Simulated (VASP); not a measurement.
# Al2Cu (I4/mcm) in VASP: further runs

Al2Cu is run at these levels: LDA; tasks: single point.

All numbers are computed with VASP 6.6.1; they aren't measurements. Logs are shortened: lines on timing, memory, paths and dates and some standing lists are left out, and cuts for length are marked.

## 1. The cell of the first run

It takes space group I4/mcm (No. 140, tetragonal). Conventional cell: a = 5.998 Å, b = 5.998 Å, c = 4.785 Å, α = 90.00°, β = 90.00°, γ = 90.00°. Al (site symmetry m2m) has 4 Cu at 2.56 Å and 11 Al at 2.69 to 3.19 Å within 3.4 Å. Within 3.2 Å of Cu (site symmetry 422) lie 2 Cu at 2.39 Å and 8 Al at 2.56 Å.

## 2. Single point, LDA

INCAR

```
SYSTEM = Al2Cu
ALGO = Normal
EDIFF = 1E-7
ENCUT = 520
ISIF = 2
ISMEAR = 0
LASPH = .TRUE.
LCHARG = .TRUE.
LELF = .TRUE.
LREAL = .FALSE.
LVHAR = .TRUE.
LWAVE = .FALSE.
NBANDS = 26
NELM = 100
PREC = Accurate
SIGMA = 0.1
```

KPOINTS

```
k-points
0
G
  6 6 6
  0 0 0
```

POSCAR

```
Al2Cu
1.0
   -2.9988978300      2.9988978300      2.3927372900
    2.9988978300     -2.9988978300      2.3927372900
    2.9988978300      2.9988978300     -2.3927372900
Al Cu
4 2
Direct
    0.3413930800      0.1586069200      0.5000000000
    0.1586069200      0.6586069200      0.8172138400
    0.8413930800      0.3413930800      0.1827861600
    0.6586069200      0.8413930800      0.5000000000
    0.7500000000      0.7500000000      0.0000000000
    0.2500000000      0.2500000000      0.0000000000
```

Potentials or basis: VASP PAW LDA potentials, release 64 (Al, Cu).

Run with:

```
$ cat potpaw_LDA.64/Al/POTCAR potpaw_LDA.64/Cu/POTCAR > POTCAR
$ mpirun -np 1 vasp_std > vasp.out
```

OUTCAR:

```text
SYSTEM = Al2Cu
   EDIFF = 1E-7
   ENCUT = 520
   ISIF = 2
   ISMEAR = 0
   LASPH = .TRUE.
   LREAL = .FALSE.
   NELM = 100
   PREC = Accurate

 ion  position               nearest neighbor table
   1  0.341  0.159  0.500-   5 2.56   6 2.56   6 2.56   5 2.56   4 2.69   4 2.85   4 2.85   2 3.06
                             3 3.06   2 3.06   3 3.06   2 3.19   3 3.19   3 3.19   2 3.19
   2  0.159  0.659  0.817-   5 2.56   6 2.56   5 2.56   6 2.56   3 2.69   3 2.85   3 2.85   1 3.06
                             4 3.06   4 3.06   1 3.06   1 3.19   4 3.19   1 3.19   4 3.19
   3  0.841  0.341  0.183-   5 2.56   6 2.56   5 2.56   6 2.56   2 2.69   2 2.85   2 2.85   1 3.06
                             4 3.06   4 3.06   1 3.06   1 3.19   4 3.19   4 3.19   1 3.19
   4  0.659  0.841  0.500-   6 2.56   5 2.56   5 2.56   6 2.56   1 2.69   1 2.85   1 2.85   2 3.06
                             3 3.06   2 3.06   3 3.06   2 3.19   3 3.19   2 3.19   3 3.19
   5  0.750  0.750  0.000-   6 2.39   6 2.39   2 2.56   3 2.56   2 2.56   3 2.56   4 2.56   1 2.56
                             4 2.56   1 2.56
   6  0.250  0.250  0.000-   5 2.39   5 2.39   2 2.56   3 2.56   2 2.56   3 2.56   1 2.56   1 2.56
                             4 2.56   4 2.56

  LATTYP: Found a body centered tetragonal cell.
 ALAT       =     5.9977956600
 C/A-ratio  =     0.7978722269

  Lattice vectors:

 A1 = (  -2.9988978300,   2.9988978300,   2.3927372900)
 A2 = (   2.9988978300,  -2.9988978300,   2.3927372900)
 A3 = (   2.9988978300,   2.9988978300,  -2.3927372900)

Analysis of symmetry for initial positions (statically):
=====================================================================
 Subroutine PRICEL returns:
 Original cell was already a primitive cell.

 Routine SETGRP: Setting up the symmetry group for a
 body centered tetragonal supercell.

 Subroutine GETGRP returns: Found 16 space group operations
 (whereof  8 operations were pure point group operations)
 out of a pool of 16 trial point group operations.

The static configuration has the point symmetry C_4h.
 The point group associated with its full space group is D_4h.

Analysis of symmetry for dynamics (positions and initial velocities):
=====================================================================
 Subroutine PRICEL returns:
 Original cell was already a primitive cell.

 Routine SETGRP: Setting up the symmetry group for a
 body centered tetragonal supercell.

 Subroutine GETGRP returns: Found 16 space group operations
 (whereof  8 operations were pure point group operations)
 out of a pool of 16 trial point group operations.

The dynamic configuration has the point symmetry C_4h.
[... 113 lines left out ...]
   NFREE  =      0    steps in history (QN), initial steepest desc. (CG)
   ISIF   =      2    stress and relaxation
   ISYM   =      2    0-nonsym 1-usesym 2-fastsym
   POTIM  = 0.5000    time-step for ionic-motion
   TEBEG  =    0.0;   TEEND  =   0.0 temperature during run
   PSTRESS=    0.0 pullay stress
   NELECT =      34.0000    total number of electrons
   NUPDOWN=      -1.0000    fix difference up-down
   EMIN   =  10.00;   EMAX   =-10.00  energy-range for DOS
   EFERMI =   0.00;   METHOD = LEGACY
   ISMEAR =     0;   SIGMA  =   0.10  broadening in eV -4-tet -1-fermi 0-gaus
   EFERMI_NEDOS =   21; number of points for ismear=-14 and -15
   IALGO  =     38    algorithm
   IMIX   =      4    mixing-type and parameters
     AMIX     =   0.40;   BMIX     =  1.00
     AMIX_MAG =   1.60;   BMIX_MAG =  1.00
  volume/ion in A,a.u.               =      14.35        96.81
  Fermi-wavevector in a.u.,A,eV,Ry     =   1.201181  2.269902 19.630964  1.442835
  Thomas-Fermi vector in A             =   2.336997
   LORBIT       =      0    0 simple, 1 ext, 2 COOP (PROOUT), +10 PAW based schemes
   GGA     = CA    functional components
   LHFCALC =     F    Hartree Fock is set to
   AEXX    =    0.0000 exact exchange contribution
   IVDW    =     0    specifies the selected vdW correction
   LEPSILON=     F    determine dielectric tensor
   LRPA    =     F    only Hartree local field effects (RPA)
 non-spin polarized calculation
 Gauss-broadening in eV      SIGMA  =   0.10
  energy-cutoff  :      520.00
  volume of cell :       86.08
 maximum number of plane-waves:      2334
   NGX = 19   NGY = 19   NGZ = 19

 number of electron      34.0000017 magnetization

 Free energy of the ion-electron system (eV)
  ---------------------------------------------------
  ext. energy  EPLUGINS =         0.00000000
  ---------------------------------------------------
  free energy    TOTEN  =       -27.32213606 eV

  energy without entropy =      -27.30628044  energy(sigma->0) =      -27.31420825

 E-fermi :   8.1491     XC(G=0): -11.2209

 val. band max:        8.1378105446   @ k =  -0.3333   0.1667   0.0000
 cond. band min:       8.1513554783   @ k =   0.5000   0.3333   0.0000
 fundamental gap:      0.0135449337
 Fermi energy:         8.1491315058

 k-point     1 :       0.0000    0.0000    0.0000
  band No.  band energies     occupation
      1      -2.8041      2.00000
      2       2.6453      2.00000
      3       2.8182      2.00000
      4       2.8388      2.00000
      5       2.8388      2.00000
      6       3.7714      2.00000
[... 685 lines left out ...]
     25      15.6225      0.00000
     26      15.6556      0.00000

 [... further k-points ...]

------------------------ aborting loop because EDIFF is reached ----------------------------------------

  FORCE on cell =-STRESS in cart. coord.  units (eV):
  Direction    XX          YY          ZZ          XY          YZ          ZX
  --------------------------------------------------------------------------------------
  -------------------------------------------------------------------------------------
  Total       -1.7584282     -1.7584282      0.0160765      0.0000000     -0.0000000      0.0000000
  in kB      -32.7308191    -32.7308191      0.2992435      0.0000000     -0.0000000      0.0000000
  external PRESSURE =     -21.7207982 kB  Pullay stress =       0.0000000 kB

 VOLUME and BASIS-vectors are now :
 -----------------------------------------------------------------------------
  energy-cutoff  :      520.00
  volume of cell :       86.08
      direct lattice vectors                 reciprocal lattice vectors
    -2.998897830  2.998897830  2.392737290     0.000000000  0.166727921  0.208965691
     2.998897830 -2.998897830  2.392737290     0.166727921  0.000000000  0.208965691
     2.998897830  2.998897830 -2.392737290     0.166727921  0.166727921  0.000000000

 POSITION                                       TOTAL-FORCE (eV/Angst)
 -----------------------------------------------------------------------------------
      0.95129      2.04761      0.00000         0.037376     -0.037376      0.000000
      3.95019      0.95129     -0.00000         0.037376      0.037376     -0.000000
     -0.95129      2.04761      2.39274        -0.037376     -0.037376      0.000000
      2.04761      0.95129      2.39274        -0.037376      0.037376      0.000000
      0.00000      0.00000      3.58911         0.000000      0.000000      0.000000
      0.00000      0.00000      1.19637         0.000000      0.000000      0.000000
 -----------------------------------------------------------------------------------
    total drift:                                0.000000     -0.000000      0.000000

  FREE ENERGIE OF THE ION-ELECTRON SYSTEM (eV)
  ---------------------------------------------------
  free  energy   TOTEN  =       -27.3221360583 eV

  energy  without entropy=      -27.3062804382  energy(sigma->0) =      -27.31420825
```

OSZICAR:

```text
N       E                     dE             d eps       ncg     rms          rms(c)
DAV:   1     0.187933474654E+03    0.18793E+03   -0.13753E+04  1560   0.150E+03
DAV:   2    -0.189854768507E+02   -0.20692E+03   -0.19399E+03  1562   0.293E+02
DAV:   3    -0.317380436256E+02   -0.12753E+02   -0.11997E+02  1964   0.940E+01
DAV:   4    -0.321108859553E+02   -0.37284E+00   -0.37110E+00  2386   0.142E+01
DAV:   5    -0.321139058866E+02   -0.30199E-02   -0.30193E-02  2262   0.143E+00    0.213E+01
DAV:   6    -0.371308772306E+02   -0.50170E+01   -0.10659E+02  1914   0.280E+02    0.177E+01
DAV:   7    -0.277814786564E+02    0.93494E+01   -0.28753E+01  1946   0.114E+02    0.419E+00
DAV:   8    -0.273467956597E+02    0.43468E+00   -0.31590E+00  2444   0.372E+01    0.138E+00
DAV:   9    -0.273257960607E+02    0.21000E-01   -0.20533E-01  2464   0.469E+00    0.491E-01
DAV:  10    -0.273295199436E+02   -0.37239E-02   -0.13560E-02  2476   0.279E+00    0.599E-01
DAV:  11    -0.273220797339E+02    0.74402E-02   -0.17491E-02  2190   0.389E+00    0.696E-02
DAV:  12    -0.273221411136E+02   -0.61380E-04   -0.18071E-03  2486   0.340E-01    0.245E-02
DAV:  13    -0.273221528136E+02   -0.11700E-04   -0.45672E-05  2436   0.881E-02    0.309E-02
DAV:  14    -0.273221356006E+02    0.17213E-04   -0.41528E-05  2198   0.189E-01    0.245E-03
DAV:  15    -0.273221360613E+02   -0.46070E-06   -0.53440E-06  2460   0.217E-02    0.241E-03
DAV:  16    -0.273221360583E+02    0.30395E-08   -0.56602E-08  1062   0.199E-03
   1 F= -.27322136E+02 E0= -.27314208E+02  d E =-.158556E-01
```

stdout:

```text
POSCAR found type information on POSCAR AlCu
 POSCAR found :  2 types and       6 ions
 scaLAPACK will be used
 LDA part: xc-table for (Slater(with rela. corr.)+CA(PZ))
 , standard interpolation
 POSCAR, INCAR and KPOINTS ok, starting setup
 FFT: planning ... GRIDC
 FFT: planning ... GRID_SOFT
 FFT: planning ... GRID
 WAVECAR not read
 entering main loop
```

Wall time 39 s (1 thread of Intel Xeon 6975P-C (Granite Rapids), shared host); peak memory 0.2 GiB.

Results:

| Item | Value |
| --- | --- |
| Free energy | -27.3221 eV |
| Pressure | -2.2 GPa |
| Largest force | 0.053 eV/Å |
| Band gap on the k mesh | zero (bands 17 and 18 overlap by 4.18 eV) |

Forces on the atoms (eV/Å):
```
Al   0.037 -0.037  0.000
Al   0.037  0.037  0.000
Al  -0.037 -0.037  0.000
Al  -0.037  0.037  0.000
Cu   0.000  0.000  0.000
Cu   0.000  0.000  0.000
```

## 3. Single point, LDA

This run uses another cell than the first one, of 14.04 Å³/atom.

INCAR

```
SYSTEM = Al2Cu
  ALGO = Fast
  EDIFF = 1E-7
  ENCUT = 520
  GGA = CA
  ISIF = 2
  ISMEAR = 0
  LASPH = .True.
  LCHARG = .True.
  LELF = .True.
  LREAL = .False.
  LVHAR = .True.
  LWAVE = .False.
  NBANDS = 26
  NELM = 100
  PREC = Accurate
  SIGMA = 0.1
```

KPOINTS

```
k-points
0
Gamma
  14 14 14
  0 0 0
```

POSCAR

```
Al2Cu
1.0
   -2.9695371026      2.9695371026      2.3879777369
    2.9695371026     -2.9695371026      2.3879777369
    2.9695371026      2.9695371026     -2.3879777369
Al Cu
4 2
Direct
    0.3406341230      0.1593658770      0.5000000000
    0.1593658770      0.6593658770      0.8187317541
    0.8406341230      0.3406341230      0.1812682459
    0.6593658770      0.8406341230      0.5000000000
    0.7500000000      0.7500000000      0.0000000000
    0.2500000000      0.2500000000      0.0000000000
```

Potentials or basis: VASP PAW LDA potentials, release 64 (Al, Cu).

Run with:

```
$ cat potpaw_LDA.64/Al/POTCAR potpaw_LDA.64/Cu/POTCAR > POTCAR
$ mpirun -np 1 vasp_std > vasp.out
```

OUTCAR:

```text
SYSTEM = Al2Cu
   EDIFF = 1E-7
   ENCUT = 520
   GGA = CA
   ISIF = 2
   ISMEAR = 0
   LASPH = .True.
   LREAL = .False.
   NELM = 100
   PREC = Accurate

 ion  position               nearest neighbor table
   1  0.341  0.159  0.500-   5 2.53   6 2.53   6 2.53   5 2.53   4 2.68   4 2.83   4 2.83   2 3.05
                             3 3.05   2 3.05   3 3.05   2 3.16   3 3.16   3 3.16   2 3.16
   2  0.159  0.659  0.819-   5 2.53   6 2.53   5 2.53   6 2.53   3 2.68   3 2.83   3 2.83   1 3.05
                             4 3.05   4 3.05   1 3.05   1 3.16   4 3.16   1 3.16   4 3.16
[... 914 lines left out ...]
  -------------------------------------------------------------------------------------
  Total        0.1608797      0.1608797      0.1742462      0.0000000      0.0000000      0.0000000
  in kB        3.0601585      3.0601585      3.3144099      0.0000000      0.0000000      0.0000000
  external PRESSURE =       3.1449090 kB  Pullay stress =       0.0000000 kB

 VOLUME and BASIS-vectors are now :
 -----------------------------------------------------------------------------
  energy-cutoff  :      520.00
  volume of cell :       84.23
      direct lattice vectors                 reciprocal lattice vectors
    -2.969537103  2.969537103  2.387977737     0.000000000  0.168376411  0.209382187
     2.969537103 -2.969537103  2.387977737     0.168376411  0.000000000  0.209382187
     2.969537103  2.969537103 -2.387977737     0.168376411  0.168376411  0.000000000

 POSITION                                       TOTAL-FORCE (eV/Angst)
 -----------------------------------------------------------------------------------
      0.94649      2.02305      0.00000        -0.002407      0.002407      0.000000
      3.91602      0.94649     -0.00000        -0.002407     -0.002407     -0.000000
     -0.94649      2.02305      2.38798         0.002407      0.002407      0.000000
      2.02305      0.94649      2.38798         0.002407     -0.002407      0.000000
      0.00000      0.00000      3.58197        -0.000000      0.000000     -0.000000
      0.00000      0.00000      1.19399        -0.000000      0.000000     -0.000000
 -----------------------------------------------------------------------------------
    total drift:                                0.000000     -0.000000      0.000000

  FREE ENERGIE OF THE ION-ELECTRON SYSTEM (eV)
  ---------------------------------------------------
  free  energy   TOTEN  =       -27.2857164223 eV

  energy  without entropy=      -27.2753315921  energy(sigma->0) =      -27.28052401
```

OSZICAR:

```text
N       E                     dE             d eps       ncg     rms          rms(c)
DAV:   1     0.187725133531E+03    0.18773E+03   -0.13705E+04 12712   0.151E+03
DAV:   2    -0.191466822658E+02   -0.20687E+03   -0.19435E+03 12728   0.292E+02
[... 11 lines left out ...]
RMM:  14    -0.272857814932E+02   -0.72526E-04   -0.25831E-04 16066   0.206E-01    0.654E-02
RMM:  15    -0.272857133910E+02    0.68102E-04   -0.24412E-04 15595   0.188E-01    0.130E-02
RMM:  16    -0.272857164969E+02   -0.31059E-05   -0.80210E-05 18368   0.640E-02    0.660E-03
RMM:  17    -0.272857181777E+02   -0.16808E-05   -0.97597E-06 17856   0.193E-02    0.153E-02
RMM:  18    -0.272857166742E+02    0.15035E-05   -0.16692E-06 15588   0.981E-03    0.129E-02
RMM:  19    -0.272857163991E+02    0.27505E-06   -0.15191E-06 15046   0.708E-03    0.748E-03
RMM:  20    -0.272857164223E+02   -0.23151E-07   -0.24190E-07 12038   0.421E-03
   1 F= -.27285716E+02 E0= -.27280524E+02  d E =-.103848E-01
```

Wall time 5.5 min (1 thread of Intel Xeon 6975P-C (Granite Rapids), shared host); peak memory 0.5 GiB.

Results:

```yaml
Free_energy: -27.2857 eV
Pressure: 0.3 GPa
Largest_force: 0.003 eV/Å
Band_gap_on_the_k_mesh: zero (bands 17 and 18 overlap by 4.30 eV)
```

Forces on the atoms (eV/Å):
```
Al  -0.002  0.002  0.000
Al  -0.002 -0.002  0.000
Al   0.002  0.002  0.000
Al   0.002 -0.002  0.000
Cu   0.000  0.000  0.000
Cu   0.000  0.000  0.000
```

## 4. Single point, LDA

This run uses another cell than the first one, of 14.05 Å³/atom.

INCAR

```
SYSTEM = Al2Cu
PREC     = Accurate       ! precision mode
ENCUT    = 520            ! plane-wave cutoff, eV
EDIFF    = 1E-6           ! SCF threshold, eV
ISMEAR   = -1             ! smearing method
SIGMA    = 0.15           ! smearing width, eV
LREAL    = .FALSE.        ! projectors in reciprocal space
LASPH    = .TRUE.         ! aspherical terms in the spheres
NELM     = 60             ! most SCF steps
ALGO     = Fast           ! electronic algorithm
ISIF     = 2              ! what is computed and relaxed
LWAVE    = .FALSE.        ! write WAVECAR
LCHARG   = .FALSE.        ! write CHGCAR
NBANDS   = 26             ! bands
```

KPOINTS

```
regular mesh
0
G
  14 14 14
  0 0 0
```

POSCAR

```
Al2Cu
1.0
   -2.9702256168      2.9702256168      2.3882141549
    2.9702256168     -2.9702256168      2.3882141549
    2.9702256168      2.9702256168     -2.3882141549
Al Cu
4 2
Direct
    0.3405963559      0.1594036441      0.5000000000
    0.1594036441      0.6594036441      0.8188072881
    0.8405963559      0.3405963559      0.1811927119
    0.6594036441      0.8405963559      0.5000000000
    0.7500000000      0.7500000000      0.0000000000
    0.2500000000      0.2500000000      0.0000000000
```

Run with:

```
$ cat potpaw_LDA.64/Al/POTCAR potpaw_LDA.64/Cu/POTCAR > POTCAR
$ mpirun -np 1 vasp_std > vasp.out
```

Wall time 5.8 min (1 thread of Intel Xeon 6975P-C (Granite Rapids), shared host); peak memory 0.5 GiB.

The run converged. Its results:

| Property | Result |
| --- | --- |
| Free energy | -27.3533 eV |
| Pressure | 0.3 GPa |
| Largest force | 0.004 eV/Å |
| Band gap on the k mesh | zero (bands 17 and 18 overlap by 4.30 eV) |

Forces on the atoms (eV/Å):
```
Al  -0.003  0.003  0.000
Al  -0.003 -0.003  0.000
Al   0.003  0.003  0.000
Al   0.003 -0.003  0.000
Cu   0.000  0.000  0.000
Cu   0.000  0.000  0.000
```

Levels at points of the mesh, in eV from the Fermi level:
```csv
k point,band 15,band 16,band 17,band 18,band 19,band 20
"(0.00, 0.00, 0.00)",-1.48,-1.30,-1.30,-0.88,-0.22,0.06
"(0.50, 0.00, 0.00)",-2.75,-2.75,0.21,0.21,4.16,4.16
"(0.50, 0.50, 0.00)",-1.58,-1.35,-0.92,-0.71,0.83,1.29
"(0.50, 0.50, 0.50)",-3.46,-1.92,2.64,2.96,2.96,3.41
```

## 5. The runs side by side

```csv
cell,k mesh,smearing,gap on the mesh (eV),pressure (GPa)
"a = 4.869 Å, angles 104.0, 104.0, 121.1°, 6 atoms, atomic positions A",6 × 6 × 6,gaussian 0.1 eV,none,-2.2
"a = 4.831 Å, angles 104.1, 104.1, 120.8°, 6 atoms, atomic positions B",14 × 14 × 14,gaussian 0.1 eV,none,0.3
"a = 4.832 Å, angles 104.1, 104.1, 120.8°, 6 atoms, atomic positions B",14 × 14 × 14,fermi-dirac 0.15 eV,none,0.3
```

Alike in all rows: task single point; level LDA; potentials or basis VASP PAW LDA potentials, release 64 (Al, Cu); no spin polarisation; cutoff (eV) 520.

Total energies depend on the potentials used, so only differences within one code and one set of settings carry meaning.
